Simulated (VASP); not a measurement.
# AgCl (Fm-3m) in VASP: a series of runs, part 2 of 2

VASP 6.6.1. The steps go on from the part before.

## Step 3: Relaxation of cell and atoms, PBEsol, target pressure 4 GPa, at which the enthalpy is minimised

This run uses another cell than the first one, of 19.02 Å³/atom.

Input file INCAR:

```
PREC = Accurate ; ENCUT = 600
EDIFF = 1E-6 ; ISMEAR = 0
SIGMA = 0.01 ; LREAL = F
LASPH = T ; NELM = 100
ALGO = Normal ; ISIF = 3
LWAVE = F ; LCHARG = F
GGA = PS ; IBRION = 2
NSW = 80 ; EDIFFG = -0.001
PSTRESS = 40.0
```

Input file KPOINTS:

```
regular mesh
0
Gamma
  10 10 10
```

Input file POSCAR:

```
AgCl
1.0
    0.0000000000      2.6695606142      2.6695606142
    2.6695606142      0.0000000000      2.6695606142
    2.6695606142      2.6695606142      0.0000000000
Ag Cl
1 1
Direct
    0.5000000000      0.5000000000      0.5000000000
    0.0000000000      0.0000000000      0.0000000000
```

Potentials or basis: VASP PAW PBE potentials, release 64 (Ag, Cl).

On the command line:

```console
cat potpaw_PBE.64/Ag/POTCAR potpaw_PBE.64/Cl/POTCAR > POTCAR
mpirun -np 1 vasp_std > vasp.out
```

OUTCAR:

```text
PREC = Accurate
   ENCUT = 600
   EDIFF = 1E-6
   ISMEAR = 0
   LREAL = F
   LASPH = T
   NELM = 100
   ISIF = 3
   GGA = PS
   IBRION = 2
   NSW = 80
   EDIFFG = -0.001
   PSTRESS = 40.0

 ion  position               nearest neighbor table
   1  0.500  0.500  0.500-   2 2.67   2 2.67   2 2.67   2 2.67   2 2.67   2 2.67
   2  0.000  0.000  0.000-   1 2.67   1 2.67   1 2.67   1 2.67   1 2.67   1 2.67

  LATTYP: Found a face centered cubic cell.
 ALAT       =     5.3391212284

  Lattice vectors:

 A1 = (   0.0000000000,   2.6695606142,   2.6695606142)
 A2 = (   2.6695606142,   0.0000000000,   2.6695606142)
 A3 = (   2.6695606142,   2.6695606142,   0.0000000000)

Analysis of symmetry for initial positions (statically):
=====================================================================
 Subroutine PRICEL returns:
 Original cell was already a primitive cell.

 Routine SETGRP: Setting up the symmetry group for a
 face centered cubic supercell.

 Subroutine GETGRP returns: Found 48 space group operations
 (whereof 48 operations were pure point group operations)
 out of a pool of 48 trial point group operations.

The static configuration has the point symmetry O_h .

Analysis of symmetry for dynamics (positions and initial velocities):
=====================================================================
 Subroutine PRICEL returns:
 Original cell was already a primitive cell.

 Routine SETGRP: Setting up the symmetry group for a
 face centered cubic supercell.

 Subroutine GETGRP returns: Found 48 space group operations
 (whereof 48 operations were pure point group operations)
 out of a pool of 48 trial point group operations.

The dynamic configuration has the point symmetry O_h .

 Subroutine INISYM returns: Found 48 space group operations
 (whereof 48 operations are pure point group operations),
 and found     1 'primitive' translations

----------------------------------------------------------------------------------------

                                     Primitive cell

  volume of cell :      38.0495

  direct lattice vectors                    reciprocal lattice vectors
     0.000000000  2.669560614  2.669560614    -0.187296740  0.187296740  0.187296740
[... 174 lines left out ...]

 Free energy of the ion-electron system (eV)
  ---------------------------------------------------
  ext. energy  EPLUGINS =         0.00000000
  ---------------------------------------------------
  free energy    TOTEN  =        -6.03289064 eV

  energy without entropy =       -6.03289064  energy(sigma->0) =       -6.03289064

 E-fermi :   5.3370     XC(G=0): -10.8286

 val. band max:        5.2729419053   @ k =   0.5000   0.0000   0.0000
 cond. band min:       6.0045316363   @ k =   0.0000   0.0000   0.0000
 fundamental gap:      0.7315897311
 Fermi energy:         5.3369935181

 k-point     1 :       0.0000    0.0000    0.0000
  band No.  band energies     occupation
      1     -10.7083      2.00000
      2       2.2612      2.00000
      3       2.2612      2.00000
      4       2.2612      2.00000
      5       2.3094      2.00000
      6       2.3094      2.00000
      7       2.4427      2.00000
      8       2.4427      2.00000
      9       2.4427      2.00000
     10       6.0045      0.00000
     11      15.9715      0.00000
     12      15.9715      0.00000
     13      15.9715      0.00000
[... 354 lines left out ...]
  band No.  band energies     occupation
      1     -10.1625      2.00000
      2      -0.2941      2.00000
      3       1.1098      2.00000
      4       1.2396      2.00000
      5       2.0972      2.00000
      6       2.7008      2.00000
      7       3.0554      2.00000
      8       3.2260      2.00000
      9       3.7356      2.00000
     10       8.4011      0.00000
     11      12.6731      0.00000
     12      13.2110      0.00000
     13      15.6751      0.00000

 [... further k-points ...]

------------------------ aborting loop because EDIFF is reached ----------------------------------------

  FORCE on cell =-STRESS in cart. coord.  units (eV):
  Direction    XX          YY          ZZ          XY          YZ          ZX
  --------------------------------------------------------------------------------------
  -------------------------------------------------------------------------------------
  Total        0.9487612      0.9487612      0.9487612     -0.0000000     -0.0000000     -0.0000000
  in kB       39.9964314     39.9964314     39.9964314     -0.0000000     -0.0000000     -0.0000000
  external PRESSURE =      -0.0035686 kB  Pullay stress =      40.0000000 kB

 VOLUME and BASIS-vectors are now :
 -----------------------------------------------------------------------------
  energy-cutoff  :      600.00
  volume of cell :       38.01
      direct lattice vectors                 reciprocal lattice vectors
    -0.000000000  2.668529988  2.668529988    -0.187369077  0.187369077  0.187369077
     2.668529988  0.000000000  2.668529988     0.187369077 -0.187369077  0.187369077
     2.668529988  2.668529988  0.000000000     0.187369077  0.187369077 -0.187369077

 POSITION                                       TOTAL-FORCE (eV/Angst)
 -----------------------------------------------------------------------------------
      2.66853      2.66853      2.66853        -0.000000     -0.000000     -0.000000
      2.66853      2.66853      0.00000         0.000000      0.000000      0.000000
 -----------------------------------------------------------------------------------
    total drift:                                0.000000      0.000000      0.000000

  FREE ENERGIE OF THE ION-ELECTRON SYSTEM (eV)
  ---------------------------------------------------
  free  energy   TOTEN  =        -6.0328906418 eV

  energy  without entropy=       -6.0328906418  energy(sigma->0) =       -6.03289064

  enthalpy is  TOTEN    =        -5.0840447805 eV   P V=        0.9488458613

 reached required accuracy - stopping structural energy minimisation
```

OSZICAR:

```text
N       E                     dE             d eps       ncg     rms          rms(c)
DAV:   1     0.103944150707E+03    0.10394E+03   -0.97566E+03  1222   0.143E+03
DAV:   2    -0.205235237367E+01   -0.10600E+03   -0.98401E+02  1467   0.268E+02
DAV:   3    -0.616566971670E+01   -0.41133E+01   -0.40970E+01  1382   0.541E+01
DAV:   4    -0.619217608712E+01   -0.26506E-01   -0.26501E-01  1427   0.506E+00
DAV:   5    -0.619249695724E+01   -0.32087E-03   -0.32087E-03  1407   0.553E-01    0.885E+00
DAV:   6    -0.603844338651E+01    0.15405E+00   -0.37871E-01  1317   0.893E+00    0.568E+00
DAV:   7    -0.603543044017E+01    0.30129E-02   -0.75631E-02  1242   0.224E+00    0.222E+00
DAV:   8    -0.603400910764E+01    0.14213E-02   -0.38916E-03  1327   0.805E-01    0.335E-01
DAV:   9    -0.603396282796E+01    0.46280E-04   -0.58266E-04  1372   0.326E-01    0.394E-02
DAV:  10    -0.603397595913E+01   -0.13131E-04   -0.20893E-05  1392   0.515E-02    0.183E-02
DAV:  11    -0.603398263336E+01   -0.66742E-05   -0.60501E-06  1272   0.273E-02    0.613E-03
DAV:  12    -0.603398248418E+01    0.14918E-06   -0.36020E-07   676   0.915E-03
   1 F= -.50840368E+01 E0= -.50840368E+01  d E =-.508404E+01
       N       E                     dE             d eps       ncg     rms          rms(c)
DAV:   1    -0.603312926154E+01    0.85337E-03   -0.43856E-03  1222   0.743E-01    0.105E-01
DAV:   2    -0.603290517204E+01    0.22409E-03   -0.61931E-04  1237   0.314E-01    0.355E-02
DAV:   3    -0.603289057267E+01    0.14599E-04   -0.44172E-05  1272   0.550E-02    0.235E-02
DAV:   4    -0.603289064179E+01   -0.69124E-07   -0.18641E-06  1059   0.133E-02
   2 F= -.50840448E+01 E0= -.50840448E+01  d E =-.795728E-05
```

CONTCAR:

```text
AgCl
   1.00000000000000
    -0.0000000000000000    2.6685299883582294    2.6685299883582294
     2.6685299883582294    0.0000000000000000    2.6685299883582294
     2.6685299883582294    2.6685299883582294    0.0000000000000000
  Ag              Cl
     1     1
Direct
     0.5000000000000000    0.5000000000000000    0.5000000000000000
     0.0000000000000000    0.0000000000000000    1.0000000000000000

  0.00000000E+00  0.00000000E+00  0.00000000E+00
  0.00000000E+00  0.00000000E+00  0.00000000E+00
```

Run time: 16 s. Hardware: 1 thread of AMD EPYC 9R45 (Zen 5), shared host; peak memory 0.16 GiB.

Results:

```yaml
Free_energy: -6.0329 eV
Relaxed_volume: 19.00 Å³/atom
Relaxed_cell: a = 3.774 Å, b = 3.774 Å, c = 3.774 Å, α = 60.00°, β = 60.00°, γ = 60.00°
Space_group_after_relaxing_to_0.1_Å: Fm-3m (No. 225)
Energy_change_on_relaxing_the_run_minimises_the_enthalpy: +0.5 meV/atom
Ionic_steps: 2
Pressure_after_relaxing: 4.0 GPa
Band_gap_on_the_k_mesh: 0.73 eV (least direct gap 3.40 eV)
```

Step by step:
```csv
step,energy change (eV),largest force (eV/Å),pressure (GPa),volume (Å³)
1,0.0000,0.0000,3.93,38.05
2,0.0011,0.0000,4.00,38.01
```

Final structure:
```
Ag Cl
1.0
     0.00000    2.66853    2.66853
     2.66853    0.00000    2.66853
     2.66853    2.66853    0.00000
Ag Cl
1 1
Direct
  0.50000 0.50000 0.50000
  0.00000 0.00000 0.00000
```

Caveat: the cell is relaxed towards a set pressure, so the run minimises the enthalpy, not the energy; the PAW data sets were made with another functional, which shifts forces and pressure a little.

## Step 4: Relaxation of cell and atoms, PBE, target pressure 4 GPa, at which the enthalpy is minimised

This run uses another cell than the first one, of 19.02 Å³/atom.

Input file INCAR:

```
SYSTEM = AgCl
ALGO     = Normal         ! electronic algorithm
EDIFF    = 1E-7           ! SCF threshold, eV
EDIFFG   = -0.001         ! ionic threshold
ENCUT    = 600            ! plane-wave cutoff, eV
GGA      = PE             ! functional
IBRION   = 2              ! ionic algorithm
ISIF     = 3              ! what is computed and relaxed
ISMEAR   = 0              ! smearing method
LASPH    = .True.         ! aspherical terms in the spheres
LCHARG   = .False.        ! write CHGCAR
LREAL    = .False.        ! projectors in reciprocal space
LWAVE    = .False.        ! write WAVECAR
NELM     = 100            ! most SCF steps
NSW      = 80             ! ionic steps
PREC     = Accurate       ! precision mode
PSTRESS  = 40.0         
SIGMA    = 0.01           ! smearing width, eV
```

Input file KPOINTS:

```
k-points
0
Gamma
  10 10 10
  0 0 0
```

POSCAR is that of step 3.

Potentials or basis: VASP PAW PBE potentials, release 64 (Ag, Cl).

On the command line:

```console
cat potpaw_PBE.64/Ag/POTCAR potpaw_PBE.64/Cl/POTCAR > POTCAR
mpirun -np 1 vasp_std > vasp.out
```

OUTCAR:

```text
SYSTEM = AgCl
   EDIFF = 1E-7
   EDIFFG = -0.001
   ENCUT = 600
   GGA = PE
   IBRION = 2
   ISIF = 3
   ISMEAR = 0
   LASPH = .True.
   LREAL = .False.
   NELM = 100
   NSW = 80
   PREC = Accurate
   PSTRESS = 40.0

 ion  position               nearest neighbor table
   1  0.500  0.500  0.500-   2 2.67   2 2.67   2 2.67   2 2.67   2 2.67   2 2.67
   2  0.000  0.000  0.000-   1 2.67   1 2.67   1 2.67   1 2.67   1 2.67   1 2.67

  LATTYP: Found a face centered cubic cell.
 ALAT       =     5.3391212284

  Lattice vectors:

 A1 = (   0.0000000000,   2.6695606142,   2.6695606142)
 A2 = (   2.6695606142,   0.0000000000,   2.6695606142)
 A3 = (   2.6695606142,   2.6695606142,   0.0000000000)

Analysis of symmetry for initial positions (statically):
=====================================================================
 Subroutine PRICEL returns:
 Original cell was already a primitive cell.

 Routine SETGRP: Setting up the symmetry group for a
 face centered cubic supercell.

 Subroutine GETGRP returns: Found 48 space group operations
 (whereof 48 operations were pure point group operations)
 out of a pool of 48 trial point group operations.

The static configuration has the point symmetry O_h .

Analysis of symmetry for dynamics (positions and initial velocities):
=====================================================================
 Subroutine PRICEL returns:
 Original cell was already a primitive cell.

 Routine SETGRP: Setting up the symmetry group for a
 face centered cubic supercell.

 Subroutine GETGRP returns: Found 48 space group operations
 (whereof 48 operations were pure point group operations)
 out of a pool of 48 trial point group operations.

The dynamic configuration has the point symmetry O_h .

 Subroutine INISYM returns: Found 48 space group operations
 (whereof 48 operations are pure point group operations),
 and found     1 'primitive' translations

[... 131 lines left out ...]
   NGX = 15   NGY = 15   NGZ = 15

--------------------------------------- Ionic step        1  -------------------------------------------

 number of electron      17.9999997 magnetization

 Free energy of the ion-electron system (eV)
  ---------------------------------------------------
  ext. energy  EPLUGINS =         0.00000000
  ---------------------------------------------------
  free energy    TOTEN  =        -5.25234901 eV

  energy without entropy =       -5.25234901  energy(sigma->0) =       -5.25234901

------------------------ aborting loop because EDIFF is reached ----------------------------------------

  FORCE on cell =-STRESS in cart. coord.  units (eV):
  Direction    XX          YY          ZZ          XY          YZ          ZX
  --------------------------------------------------------------------------------------
  -------------------------------------------------------------------------------------
  Total        2.1666951      2.1666951      2.1666951     -0.0000000     -0.0000000     -0.0000000
  in kB       91.2344857     91.2344857     91.2344857     -0.0000000     -0.0000000     -0.0000000
  external PRESSURE =      51.2344857 kB  Pullay stress =      40.0000000 kB
[... 139 lines left out ...]
--------------------------------------- Ionic step        5  -------------------------------------------

 number of electron      18.0000002 magnetization

 Free energy of the ion-electron system (eV)
  ---------------------------------------------------
  ext. energy  EPLUGINS =         0.00000000
  ---------------------------------------------------
  free energy    TOTEN  =        -5.36115204 eV

  energy without entropy =       -5.36115204  energy(sigma->0) =       -5.36115204

 E-fermi :   4.4666     XC(G=0): -10.2033

 val. band max:        4.4026660600   @ k =   0.5000   0.0000   0.0000
 cond. band min:       5.3054178945   @ k =   0.0000   0.0000   0.0000
 fundamental gap:      0.9027518345
 Fermi energy:         4.4665607276

 k-point     1 :       0.0000    0.0000    0.0000
  band No.  band energies     occupation
      1     -11.0570      2.00000
      2       1.7731      2.00000
      3       1.7731      2.00000
      4       1.7731      2.00000
      5       1.8167      2.00000
      6       1.8167      2.00000
      7       1.8901      2.00000
      8       1.8901      2.00000
      9       1.8901      2.00000
     10       5.3054      0.00000
     11      15.2371      0.00000
     12      15.2371      0.00000
     13      15.2371      0.00000
[... 354 lines left out ...]
  band No.  band energies     occupation
      1     -10.6159      2.00000
      2      -0.5231      2.00000
      3       0.7326      2.00000
      4       0.8346      2.00000
      5       1.6398      2.00000
      6       2.1440      2.00000
      7       2.4361      2.00000
      8       2.5983      2.00000
      9       3.0305      2.00000
     10       7.6899      0.00000
     11      11.8958      0.00000
     12      12.5580      0.00000
     13      14.8306      0.00000

 [... further k-points ...]

------------------------ aborting loop because EDIFF is reached ----------------------------------------

  FORCE on cell =-STRESS in cart. coord.  units (eV):
  Direction    XX          YY          ZZ          XY          YZ          ZX
  --------------------------------------------------------------------------------------
  -------------------------------------------------------------------------------------
  Total        1.0182908      1.0182908      1.0182908      0.0000000      0.0000000      0.0000000
  in kB       40.0114526     40.0114526     40.0114526      0.0000000      0.0000000      0.0000000
  external PRESSURE =       0.0114526 kB  Pullay stress =      40.0000000 kB
[... 21 lines left out ...]
  energy  without entropy=       -5.3611520410  energy(sigma->0) =       -5.36115204

  enthalpy is  TOTEN    =        -4.3431527445 eV   P V=        1.0179992965

 reached required accuracy - stopping structural energy minimisation
```

OSZICAR:

```text
N       E                     dE             d eps       ncg     rms          rms(c)
DAV:   1     0.105459413424E+03    0.10546E+03   -0.97906E+03  1222   0.143E+03
DAV:   2    -0.125501571827E+01   -0.10671E+03   -0.99029E+02  1467   0.270E+02
DAV:   3    -0.539599402842E+01   -0.41410E+01   -0.41250E+01  1382   0.542E+01
[... 42 lines left out ...]
DAV:   2    -0.536116444739E+01    0.22064E-03   -0.59946E-04  1222   0.305E-01    0.333E-02
DAV:   3    -0.536115011438E+01    0.14333E-04   -0.47573E-05  1257   0.584E-02    0.234E-02
DAV:   4    -0.536115104168E+01   -0.92730E-06   -0.18349E-06  1302   0.140E-02    0.719E-03
DAV:   5    -0.536115199920E+01   -0.95752E-06   -0.44746E-07  1392   0.106E-02    0.122E-03
DAV:   6    -0.536115204100E+01   -0.41806E-07   -0.11697E-07   611   0.457E-03
   5 F= -.43431527E+01 E0= -.43431527E+01  d E =-.978434E-05
```

It took 42 s on 1 thread of AMD EPYC 9R45 (Zen 5), shared host; peak memory 0.16 GiB.

What came out:

```
Free energy                                                : -5.3612 eV
Relaxed volume                                             : 20.39 Å³/atom
Relaxed cell                                               : a = 3.863 Å, b = 3.863 Å, c = 3.863 Å, α = 60.00°, β = 60.00°, γ = 60.00°
Space group after relaxing (to 0.1 Å)                      : Fm-3m (No. 225)
Energy change on relaxing (the run minimises the enthalpy) : -54.4 meV/atom
Ionic steps                                                : 5
Pressure after relaxing                                    : 4.0 GPa
Band gap on the k mesh                                     : 0.90 eV (least direct gap 3.27 eV)
```

The path:
| step | energy change (eV) | largest force (eV/Å) | pressure (GPa) | volume (Å³) |
| --- | --- | --- | --- | --- |
| 1 | 0.0000 | 0.0000 | 9.12 | 38.05 |
| 2 | -0.1245 | 0.0000 | 2.94 | 41.50 |
| 3 | -0.1086 | 0.0000 | 4.02 | 40.77 |
| 4 | -0.1100 | 0.0000 | 3.94 | 40.82 |
| 5 | -0.1088 | 0.0000 | 4.00 | 40.78 |

Final structure:
```
Ag Cl
1.0
     0.00000    2.73184    2.73184
     2.73184    0.00000    2.73184
     2.73184    2.73184    0.00000
Ag Cl
1 1
Direct
  0.50000 0.50000 0.50000
  0.00000 0.00000 0.00000
```

Levels at points of the mesh, in eV from the valence-band top:
```
           k point  band 7  band 8  band 9  band 10  band 11  band 12
(0.00, 0.00, 0.00)   -2.51   -2.51   -2.51     0.90    10.83    10.83
(0.50, 0.00, 0.00)   -1.88    0.00    0.00     4.12     6.79     7.59
(0.50, 0.50, 0.00)   -2.09   -2.09   -1.97     2.31     7.96     8.78
```

Caveat: the cell is relaxed towards a set pressure, so the run minimises the enthalpy, not the energy. Zero-point motion and thermal expansion aren't in these numbers.

## Step 5: Overview

| level | cell | k mesh | gap on the mesh (eV) | pressure (GPa) |
| --- | --- | --- | --- | --- |
| PBEsol | relaxed to 4 GPa from a = 3.852 Å, angles 60.0°, 2 atoms | 8 × 8 × 8 | 0.73 | 4.0 |
| PBEsol | relaxed to 4 GPa from a = 3.775 Å, angles 60.0°, 2 atoms | 10 × 10 × 10 | 0.73 | 4.0 |
| PBE | relaxed to 4 GPa from a = 3.775 Å, angles 60.0°, 2 atoms | 10 × 10 × 10 | 0.90 | 4.0 |

Alike in all rows: task relaxation of cell and atoms; potentials or basis VASP PAW PBE potentials, release 64 (Ag, Cl); no spin polarisation; cutoff (eV) 600; smearing gaussian 0.01 eV.

Caveats: the cell is relaxed towards a set pressure, so the run minimises the enthalpy, not the energy; the PAW data sets were made with another functional, which shifts forces and pressure a little (at least some runs).

Total energies depend on the potentials used, so only differences within one code and one set of settings carry meaning.
